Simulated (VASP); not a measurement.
# W (Fd-3m) in VASP: a series of runs

W is run at these levels: PBEsol; tasks: density of states.

Program: VASP 6.6.1. These are calculated values, not measurements. Logs are shortened: lines on timing, memory, paths and dates and some standing lists are left out, and cuts for length are marked.

## 1. The cell of the first run

Symmetry: Fd-3m, No. 227, cubic system. The conventional cell has a = 5.255 Å, b = 5.255 Å, c = 5.255 Å, α = 90.00°, β = 90.00°, γ = 90.00°. Within 3.0 Å of W (site symmetry -43m) lie 4 W at 2.28 Å.

## 2. Density of states, PBEsol (volume scaled by 0.76)

The input, POSCAR:

```
W
1.0
    0.0000000000      2.6272804958      2.6272804958
    2.6272804958      0.0000000000      2.6272804958
    2.6272804958      2.6272804958      0.0000000000
W
2
Direct
   -0.1250000000     -0.1250000000     -0.1250000000
    0.1250000000      0.1250000000      0.1250000000
```

The input, INCAR.step1:

```
SYSTEM = W
PREC = Accurate ; ENCUT = 520
EDIFF = 1E-6 ; ISMEAR = -1
SIGMA = 0.1 ; LREAL = .FALSE.
LASPH = .TRUE. ; NELM = 100
ALGO = Normal ; ISIF = 2
LWAVE = .FALSE. ; LCHARG = .TRUE.
LMAXMIX = 4 ; GGA = PS
NBANDS = 21
```

The input, KPOINTS.step1:

```
Automatic mesh
0
G
  14 14 14
  0 0 0
```

The input, INCAR.step2:

```
SYSTEM = W
PREC = Accurate ; ENCUT = 520
EDIFF = 1E-6 ; ISMEAR = -5
SIGMA = 0.1 ; LREAL = .FALSE.
LASPH = .TRUE. ; NELM = 100
ALGO = Normal ; ISIF = 2
LWAVE = .FALSE. ; LCHARG = .FALSE.
LMAXMIX = 4 ; GGA = PS
LORBIT = 11 ; NBANDS = 21
NEDOS = 2001 ; ICHARG = 11
```

The input, KPOINTS.step2:

```
Automatic mesh
0
G
  21 21 21
  0 0 0
```

Potentials or basis: VASP PAW PBE potentials, release 64 (W_sv).

Launch:

```bash
$ cat potpaw_PBE.64/W_sv/POTCAR > POTCAR
$ cp INCAR.step1 INCAR
$ cp KPOINTS.step1 KPOINTS
$ mpirun -np 1 vasp_std > vasp.out
$ cp INCAR.step2 INCAR
$ cp KPOINTS.step2 KPOINTS
$ mpirun -np 1 vasp_std > vasp.out
```

OUTCAR:

```text
SYSTEM = W
   PREC = Accurate
   ENCUT = 520
   EDIFF = 1E-6
   ISMEAR = -5
   LREAL = .FALSE.
   LASPH = .TRUE.
   NELM = 100
   ISIF = 2
   GGA = PS
   LORBIT = 11
   ICHARG = 11

 ion  position               nearest neighbor table
   1  0.875  0.875  0.875-   2 2.28   2 2.28   2 2.28   2 2.28
   2  0.125  0.125  0.125-   1 2.28   1 2.28   1 2.28   1 2.28

  LATTYP: Found a face centered cubic cell.
 ALAT       =     5.2545609916

  Lattice vectors:

 A1 = (   0.0000000000,   2.6272804958,   2.6272804958)
 A2 = (   2.6272804958,   0.0000000000,   2.6272804958)
 A3 = (   2.6272804958,   2.6272804958,   0.0000000000)

Analysis of symmetry for initial positions (statically):
=====================================================================
 Subroutine PRICEL returns:
 Original cell was already a primitive cell.

 Routine SETGRP: Setting up the symmetry group for a
 face centered cubic supercell.

 Subroutine GETGRP returns: Found 48 space group operations
 (whereof 12 operations were pure point group operations)
 out of a pool of 48 trial point group operations.

The static configuration has the point symmetry D_3d.
 The point group associated with its full space group is O_h .

Analysis of symmetry for dynamics (positions and initial velocities):
=====================================================================
 Subroutine PRICEL returns:
 Original cell was already a primitive cell.

 Routine SETGRP: Setting up the symmetry group for a
 face centered cubic supercell.

 Subroutine GETGRP returns: Found 48 space group operations
 (whereof 12 operations were pure point group operations)
 out of a pool of 48 trial point group operations.

The dynamic configuration has the point symmetry D_3d.
 The point group associated with its full space group is O_h .

 Subroutine INISYM returns: Found 48 space group operations
 (whereof 12 operations are pure point group operations),
 and found     1 'primitive' translations

----------------------------------------------------------------------------------------

                                     Primitive cell

  volume of cell :      36.2701

  direct lattice vectors                    reciprocal lattice vectors
     0.000000000  2.627280496  2.627280496    -0.190310856  0.190310856  0.190310856
     2.627280496  0.000000000  2.627280496     0.190310856 -0.190310856  0.190310856
     2.627280496  2.627280496  0.000000000     0.190310856  0.190310856 -0.190310856

[... 83 lines left out ...]
   ENCUT  =  520.0 eV  38.22 Ry    6.18 a.u.   6.91  6.91  6.91*2*pi/ulx,y,z
   NELM   =    100;   NELMIN=  2; NELMDL=  0     # of ELM steps
   EDIFF  = 0.1E-05   stopping-criterion for ELM
   LREAL  =      F    real-space projection
   EDIFFG = 0.1E-04   stopping-criterion for IOM
   NSW    =      0    number of steps for IOM
   IBRION =     -1    ionic relax: 0-MD 1-quasi-New 2-CG
   NFREE  =      0    steps in history (QN), initial steepest desc. (CG)
   ISIF   =      2    stress and relaxation
   ISYM   =      2    0-nonsym 1-usesym 2-fastsym
   POTIM  = 0.5000    time-step for ionic-motion
   TEBEG  =    0.0;   TEEND  =   0.0 temperature during run
   PSTRESS=    0.0 pullay stress
   NELECT =      28.0000    total number of electrons
   NUPDOWN=      -1.0000    fix difference up-down
   EMIN   =  10.00;   EMAX   =-10.00  energy-range for DOS
   EFERMI =   0.00;   METHOD = LEGACY
   ISMEAR =    -5;   SIGMA  =   0.10  broadening in eV -4-tet -1-fermi 0-gaus
   EFERMI_NEDOS =   21; number of points for ismear=-14 and -15
   IALGO  =     38    algorithm
   IMIX   =      4    mixing-type and parameters
     AMIX     =   0.40;   BMIX     =  1.00
     AMIX_MAG =   1.60;   BMIX_MAG =  1.00
  volume/ion in A,a.u.               =      18.14       122.38
  Fermi-wavevector in a.u.,A,eV,Ry     =   1.501796  2.837984 30.686478  2.255393
  Thomas-Fermi vector in A             =   2.613120
   LORBIT       =     11    0 simple, 1 ext, 2 COOP (PROOUT), +10 PAW based schemes
   GGA     = PS    functional components
   LHFCALC =     F    Hartree Fock is set to
   AEXX    =    0.0000 exact exchange contribution
   IVDW    =     0    specifies the selected vdW correction
   LEPSILON=     F    determine dielectric tensor
   LRPA    =     F    only Hartree local field effects (RPA)
 non-spin polarized calculation
 Fermi weights with tetrahedron method with Bloechl corrections
  energy-cutoff  :      520.00
  volume of cell :       36.27
 maximum number of plane-waves:      1002

 number of electron      27.9999996 magnetization

 Free energy of the ion-electron system (eV)
  ---------------------------------------------------
  ext. energy  EPLUGINS =         0.00000000
  ---------------------------------------------------
  free energy    TOTEN  =       -20.11167697 eV

  energy without entropy =      -20.11167697  energy(sigma->0) =      -20.11167697

 E-fermi :   8.6114     XC(G=0): -12.5229

 val. band max:        8.6758420061   @ k =  -0.2857   0.4286   0.1429
 cond. band min:       8.5541072644   @ k =   0.2857   0.1905   0.0952
 fundamental gap:     -0.1217347417
 Fermi energy:         8.6114173802

 k-point     1 :       0.0000    0.0000    0.0000
  band No.  band energies     occupation
      1     -64.7073      2.00000
      2     -63.7212      2.00000
      3     -29.7595      2.00000
      4     -29.7595      2.00000
      5     -29.7595      2.00000
      6     -27.7540      2.00000
[... 565 lines left out ...]
     20      15.7247      0.00000
     21      19.8699      0.00000

 [... further k-points ...]
[... 5 lines left out ...]
  --------------------------------------------------------------------------------------
  -------------------------------------------------------------------------------------
  Total       14.3453580     14.3453580     14.3453580      0.0000000     -0.0000000      0.0000000
  in kB      633.6838705    633.6838705    633.6838705      0.0000000     -0.0000000      0.0000000
  external PRESSURE =     633.6838705 kB  Pullay stress =       0.0000000 kB

 VOLUME and BASIS-vectors are now :
 -----------------------------------------------------------------------------
  energy-cutoff  :      520.00
  volume of cell :       36.27
      direct lattice vectors                 reciprocal lattice vectors
     0.000000000  2.627280496  2.627280496    -0.190310856  0.190310856  0.190310856
     2.627280496  0.000000000  2.627280496     0.190310856 -0.190310856  0.190310856
     2.627280496  2.627280496  0.000000000     0.190310856  0.190310856 -0.190310856

 POSITION                                       TOTAL-FORCE (eV/Angst)
 -----------------------------------------------------------------------------------
      4.59774      4.59774      4.59774         0.000000      0.000000      0.000000
      0.65682      0.65682      0.65682        -0.000000     -0.000000     -0.000000
 -----------------------------------------------------------------------------------
    total drift:                                0.000000      0.000000      0.000000

  FREE ENERGIE OF THE ION-ELECTRON SYSTEM (eV)
  ---------------------------------------------------
  free  energy   TOTEN  =       -20.1116769747 eV

  energy  without entropy=      -20.1116769747  energy(sigma->0) =      -20.11167697

 total charge

# of ion       s       p       d       tot
------------------------------------------
    1        2.597   6.177   4.119  12.893
    2        2.597   6.177   4.119  12.893
--------------------------------------------------
tot          5.194  12.354   8.238  25.787
```

OUTCAR.step1:

```text
SYSTEM = W
   PREC = Accurate
   ENCUT = 520
   EDIFF = 1E-6
   ISMEAR = -1
[... 800 lines left out ...]
      4.59774      4.59774      4.59774         0.000000     -0.000000      0.000000
      0.65682      0.65682      0.65682        -0.000000      0.000000     -0.000000
 -----------------------------------------------------------------------------------
    total drift:                                0.000000     -0.000000     -0.000000

  FREE ENERGIE OF THE ION-ELECTRON SYSTEM (eV)
  ---------------------------------------------------
  free  energy   TOTEN  =       -20.1390330986 eV

  energy  without entropy=      -20.0817961735  energy(sigma->0) =      -20.11041464
```

Run time: 1.7 min. Hardware: 1 thread of Intel Xeon Platinum 8488C (Sapphire Rapids), shared host; peak memory 0.28 GiB.

Results:

```
Valence electrons inside the program's atomic spheres : W 12.89
```

Levels at points of the mesh, in eV from the Fermi level:
```
           k point  band 10  band 11  band 12  band 13  band 14  band 15  band 16  band 17  band 18  band 19
(0.00, 0.00, 0.00)    -3.37    -3.37    -1.57    -1.57    -1.57     1.94     1.94     1.94     7.36     7.36
```

Caveat: the cell differs from its parent crystal (volume scaled by 0.76); the PAW data sets were made with another functional, which shifts forces and pressure a little; spin-orbit coupling is left out, which moves the levels of the heavy elements; tetrahedron occupations give inexact forces and stress in metals.

## 3. Density of states, PBEsol

This run uses another cell than the first one, of 23.86 Å³/atom, 1.316 times its volume.

The input, POSCAR:

```
W
1.0
    0.0000000000      2.8789574376      2.8789574376
    2.8789574376      0.0000000000      2.8789574376
    2.8789574376      2.8789574376      0.0000000000
W
2
Direct
   -0.1250000000     -0.1250000000     -0.1250000000
    0.1250000000      0.1250000000      0.1250000000
```

The input, INCAR.step1:

```
SYSTEM = W
ALGO     = Normal         ! electronic algorithm
EDIFF    = 1E-6           ! SCF threshold, eV
ENCUT    = 520            ! plane-wave cutoff, eV
GGA      = PS             ! functional
ISIF     = 2              ! what is computed and relaxed
ISMEAR   = -1             ! smearing method
LASPH    = .TRUE.         ! aspherical terms in the spheres
LCHARG   = .TRUE.         ! write CHGCAR
LMAXMIX  = 4              ! l up to which the mixer works
LREAL    = .FALSE.        ! projectors in reciprocal space
LWAVE    = .FALSE.        ! write WAVECAR
NBANDS   = 21             ! bands
NELM     = 100            ! most SCF steps
PREC     = Accurate       ! precision mode
SIGMA    = 0.1            ! smearing width, eV
```

The input, KPOINTS.step1:

```
k-points
0
G
  14 14 14
  0 0 0
```

The input, INCAR.step2:

```
SYSTEM = W
ALGO     = Normal         ! electronic algorithm
EDIFF    = 1E-6           ! SCF threshold, eV
ENCUT    = 520            ! plane-wave cutoff, eV
GGA      = PS             ! functional
ICHARG   = 11             ! starting density
ISIF     = 2              ! what is computed and relaxed
ISMEAR   = -5             ! smearing method
LASPH    = .TRUE.         ! aspherical terms in the spheres
LCHARG   = .FALSE.        ! write CHGCAR
LMAXMIX  = 4              ! l up to which the mixer works
LORBIT   = 11             ! projections on sites
LREAL    = .FALSE.        ! projectors in reciprocal space
LWAVE    = .FALSE.        ! write WAVECAR
NEDOS    = 2001           ! points of the DOS
NELM     = 100            ! most SCF steps
PREC     = Accurate       ! precision mode
SIGMA    = 0.1            ! smearing width, eV
```

The input, KPOINTS.step2:

```
k-points
0
G
  21 21 21
  0 0 0
```

Potentials or basis: VASP PAW PBE potentials, release 64 (W_sv).

Launch:

```bash
$ cat potpaw_PBE.64/W_sv/POTCAR > POTCAR
$ cp INCAR.step1 INCAR
$ cp KPOINTS.step1 KPOINTS
$ mpirun -np 1 vasp_std > vasp.out
$ cp INCAR.step2 INCAR
$ cp KPOINTS.step2 KPOINTS
$ mpirun -np 1 vasp_std > vasp.out
```

Run time: 2.3 min. Hardware: 1 thread of Intel Xeon Platinum 8488C (Sapphire Rapids), shared host; peak memory 0.3 GiB.

The run converged. Its results:

```yaml
Valence_electrons_inside_the_program's_atomic_spheres: W 12.27
```

Levels at points of the mesh, in eV from the Fermi level:
```tsv
k point	band 10	band 11	band 12	band 13	band 14	band 15	band 16	band 17	band 18
(0.00, 0.00, 0.00)	-2.01	-2.01	-1.14	-1.14	-1.14	1.56	1.56	1.56	5.47
```

Caveat: the PAW data sets were made with another functional, which shifts forces and pressure a little; spin-orbit coupling is left out, which moves the levels of the heavy elements; tetrahedron occupations give inexact forces and stress in metals.

## 4. Density of states, PBEsol (volume scaled by 0.45)

The input, POSCAR:

```
W
1.0
    0.0000000000      2.2061722399      2.2061722399
    2.2061722399      0.0000000000      2.2061722399
    2.2061722399      2.2061722399      0.0000000000
W
2
Direct
   -0.1250000000     -0.1250000000     -0.1250000000
    0.1250000000      0.1250000000      0.1250000000
```

The input, INCAR.step1:

```
PREC = Accurate
ENCUT = 520
EDIFF = 1E-7
ISMEAR = -1
SIGMA = 0.1
LREAL = False
LASPH = True
NELM = 100
ALGO = Normal
ISIF = 2
LWAVE = False
LCHARG = True
LMAXMIX = 4
GGA = PS
NBANDS = 21
```

The input, KPOINTS.step1:

```
regular mesh
0
Gamma
  14 14 14
```

The input, INCAR.step2:

```
PREC = Accurate
ENCUT = 520
EDIFF = 1E-7
ISMEAR = -5
SIGMA = 0.1
LREAL = False
LASPH = True
NELM = 100
ALGO = Normal
ISIF = 2
LWAVE = False
LCHARG = False
LMAXMIX = 4
GGA = PS
LORBIT = 11
NEDOS = 2001
ICHARG = 11
```

The input, KPOINTS.step2:

```
regular mesh
0
Gamma
  21 21 21
```

Launch:

```bash
$ cat potpaw_PBE.64/W_sv/POTCAR > POTCAR
$ cp INCAR.step1 INCAR
$ cp KPOINTS.step1 KPOINTS
$ mpirun -np 1 vasp_std > vasp.out
$ cp INCAR.step2 INCAR
$ cp KPOINTS.step2 KPOINTS
$ mpirun -np 1 vasp_std > vasp.out
```

Wall time 75 s (1 thread of Intel Xeon Platinum 8259CL at 2.50GHz (Skylake/Cascade Lake), shared host); peak memory 0.21 GiB.

Levels at points of the mesh, in eV from the Fermi level:
```csv
k point,band 10,band 11,band 12,band 13,band 14,band 15,band 16,band 17,band 18
"(0.00, 0.00, 0.00)",-8.10,-8.10,-3.10,-3.10,-3.10,3.53,3.53,3.53,11.86
```

Caveat: the cell differs from its parent crystal (volume scaled by 0.45); the PAW data sets were made with another functional, which shifts forces and pressure a little; spin-orbit coupling is left out, which moves the levels of the heavy elements; tetrahedron occupations give inexact forces and stress in metals.
